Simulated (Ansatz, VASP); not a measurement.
# One calculation of Al5N, two programs

```xyz
6
Lattice="4.5889 0.0000 0.0000 -2.2945 3.9741 0.0000 0.0000 0.0000 5.2361" Properties=species:S:1:pos:R:3 pbc="T T T"
Al    2.2945    1.3247    3.9025
Al    0.0000    0.0000    0.0000
Al    2.2945    1.3247    1.3336
Al    0.0000    2.6494    1.3336
Al    0.0000    2.6494    3.9025
N     0.0000    0.0000    2.6181
```

Change from the starting cell: species swapped into the BaSn5 type (P6/mmm, No. 191).

Alike in both runs: functional PBE; k mesh 12 × 12 × 8; occupations gaussian, width 0.1 eV; no spin polarisation.

Ansatz relaxed the structure, and its values are those at the end. VASP's run is a single point on that final structure, the one shown.

|  | VASP | Ansatz |
| --- | --- | --- |
| version | VASP 6.6.1 | Ansatz 0.2.0 |
| potentials or method | VASP PAW PBE potentials, release 64 (Al, N), cutoff 520 eV | scalar-relativistic, plane waves, PAW |
| valence electrons in the cell | 20 | 20 |

```csv
,VASP,Ansatz,Ansatz less VASP
gap on the k mesh at the Fermi level (eV),none,none,-
pressure (GPa),0.0,0.0,+0.03
```

A gap of «none» marks a metal or a gap that the smearing closes.
